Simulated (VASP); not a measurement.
The system is SnSe.

```xyz
2
Lattice="0.0000 3.0100 3.0100 3.0100 0.0000 3.0100 3.0100 3.0100 0.0000" Properties=species:S:1:pos:R:3 pbc="T T T"
Sn    0.0000    0.0000    0.0000
Se    3.0100    3.0100    3.0100
```

Base run:

- Program: VASP 6.6.1
- Functional: PBEsol
- Potentials or basis: VASP PAW PBE potentials, release 64 (Sn_d, Se)
- Cutoff: 400 eV
- k mesh: 13 × 13 × 13
- Occupations: fermi-dirac, width 0.02 eV
- Spin: no spin polarisation

Its results: pressure -1.8 GPa.

**Question.** After a change of settings the same cell gave: pressure -3.2 GPa. Which change was it?
A. functional from PBEsol to LDA; potentials or basis from VASP PAW PBE potentials, release 64 (Sn_d, Se) to VASP PAW LDA potentials, release 64 (Sn_d, Se)
B. functional from PBEsol to r2SCAN; cutoff from 400 eV to 440 eV
C. functional from PBEsol to PBE
D. functional from PBEsol to PBE; cutoff from 400 eV to 500 eV; further incar settings from ALGO = Normal; EDIFF = 1e-08; NBANDS = 17 to ALGO = Normal; EDIFF = 1e-06; NBANDS = 17

**Answer.** A.

Caveats: the PAW data sets were made with another functional, which shifts forces and pressure a little (some runs).
